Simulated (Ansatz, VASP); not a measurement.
**Ge: VASP beside Ansatz**

Contents of INCAR:

```
PREC = Accurate
ENCUT = 520
EDIFF = 1E-7
ISMEAR = -1
SIGMA = 0.1
LREAL = F
LASPH = T
NELM = 100
ALGO = Normal
ISIF = 2
LWAVE = F
LCHARG = F
GGA = CA
NBANDS = 21
```

The input KPOINTS:

```
Automatic mesh
0
Gamma
  14 14 10
```

The input POSCAR:

```
Ge
1.0
   -2.5946217808      2.5981274063      1.4268761908
    2.5981274063     -2.5946217808      1.4268761908
    2.6093399970      2.6093399970     -1.4204556313
Ge
2
Direct
    0.9998962798      0.0001037202      1.0000000000
    0.7501037202      0.2498962798      0.5000000000
```

Input for Ansatz:

```yaml
crystal:
  lattice:
    - [-2.5946217808, 2.5981274063, 1.4268761908]
    - [2.5981274063, -2.5946217808, 1.4268761908]
    - [2.609339997, 2.609339997, -1.4204556313]
  atoms:
    - { symbol: Ge, position: [0.9998962798, 0.0001037202, 1.0] }
    - { symbol: Ge, position: [0.7501037202, 0.2498962798, 0.5] }
hamiltonian:
  xc: lda
  pseudopotentials:
    kind: paw
    azcp:
      Ge: "pseudopotentials/Ge.paw.azcp"
basis:
  ecutwfc: 420
  fft_grid_basis: typed
kpoints:
  mp_grid: { grid: [14, 14, 10], shift: [0, 0, 0] }
magnetization:
  spin_polarized: false
scf:
  occupations: { method: fermi_dirac, width: 0.1 }
  lower_state_search: "off"
output:
  stress: true
  write_density: true
  write_potential: true
  elf: true
  volumetric_format: npy
```

Alike in both runs: task single point; functional LDA; k mesh 14 × 14 × 10; occupations fermi-dirac, width 0.1 eV; no spin polarisation.

|  | VASP | Ansatz |
| --- | --- | --- |
| version | VASP 6.6.1 | Ansatz 0.2.0 |
| potentials or method | VASP PAW LDA potentials, release 64 (Ge_d), cutoff 520 eV | plane waves (420 eV) with PAW, scalar-relativistic |
| valence electrons in the cell | 28 | 28 |

Ansatz gave:

| Quantity | Value |
| --- | --- |
| pressure (GPa) | -5.3 |
| traceless stress, the component that is largest in VASP (GPa) | 0.46 |

Q: What did VASP give for the same quantities?

A: Pressure (GPa): -5.3; traceless stress, the component that is largest in VASP (GPa): 0.47.

Ansatz warns that its potentials were made for another functional, while VASP's fit it. LDA's correlation is that of Perdew and Zunger in VASP and of Perdew and Wang (1992) in Ansatz.
